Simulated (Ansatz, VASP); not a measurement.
## Two plane-wave programs on Al2Pt

The input INCAR:

```
PREC = Accurate
ENCUT = 600
EDIFF = 1E-6
ISMEAR = 0
SIGMA = 0.1
LREAL = F
LASPH = T
NELM = 80
ALGO = Fast
ISIF = 3
LWAVE = F
LCHARG = F
GGA = PE
IBRION = 2
NSW = 90
EDIFFG = -0.04
```

The input KPOINTS:

```
Automatic mesh
0
Gamma
  4 4 4
```

File POSCAR:

```
Al2Pt
1.0
    4.0626934600      0.0000000000      0.0000000000
    0.0000000000      4.0626934600      0.0000000000
    0.0000000000      0.0000000000      5.8940972100
Al Pt
4 2
Direct
    0.5000000000      0.5000000000      0.1345703200
    0.0000000000      0.0000000000      0.2926600300
    0.5000000000      0.0000000000      0.9962351100
    0.0000000000      0.5000000000      0.9962351100
    0.5000000000      0.0000000000      0.4987484400
    0.0000000000      0.5000000000      0.4987484400
```

Input for Ansatz:

```yaml
crystal:
  lattice:
    - [4.06269346, 0.0, 0.0]
    - [0.0, 4.06269346, 0.0]
    - [0.0, 0.0, 5.89409721]
  atoms:
    - { symbol: Al, position: [0.5, 0.5, 0.13457032] }
    - { symbol: Al, position: [0.0, 0.0, 0.29266003] }
    - { symbol: Al, position: [0.5, 0.0, 0.99623511] }
    - { symbol: Al, position: [0.0, 0.5, 0.99623511] }
    - { symbol: Pt, position: [0.5, 0.0, 0.49874844] }
    - { symbol: Pt, position: [0.0, 0.5, 0.49874844] }
basis:
  ecutwfc: 420
kpoints:
  mp_grid: { grid: [4, 4, 4] }
hamiltonian:
  xc: pbe
scf:
  occupations: { method: gaussian, width: 0.1 }
  lower_state_search: "off"
output:
  forces: true
  stress: true
  eigenvalues: true
relax:
  adjacent_minimum: "off"
  f_tol: 0.04
  max_steps: 70
  cell: { stress_tol: 0.4 }
```

Alike in both runs: task relaxation of cell and atoms; functional PBE; k mesh 4 × 4 × 4; occupations gaussian, width 0.1 eV; no spin polarisation.

|  | VASP | Ansatz |
| --- | --- | --- |
| version | VASP 6.6.1 | Ansatz 0.2.0 |
| potentials or method | VASP PAW PBE potentials, release 64 (Al, Pt), cutoff 600 eV | scalar-relativistic, plane waves, PAW |
| valence electrons in the cell | 32 | 48 |

VASP gave:

* gap on the k mesh at the Fermi level, each at its own relaxed structure (eV): none
* relaxed volume (Å³/atom): 16.77
* relaxed cell length with the largest relative difference (Å): 5.969

Question: What did Ansatz give for the same quantities?

Answer: gap on the k mesh at the Fermi level, each at its own relaxed structure (eV): none; relaxed volume (Å³/atom): 16.76; relaxed cell length with the largest relative difference (Å): 5.980.

A gap of «none» marks a metal or a gap that the smearing closes. VASP's potentials hold 32 valence electrons a cell and Ansatz's 48, so a difference there can come from the potentials and not from the codes.

The k mesh is coarse, so the values compare programs but aren't converged. Spin-orbit coupling is off throughout.
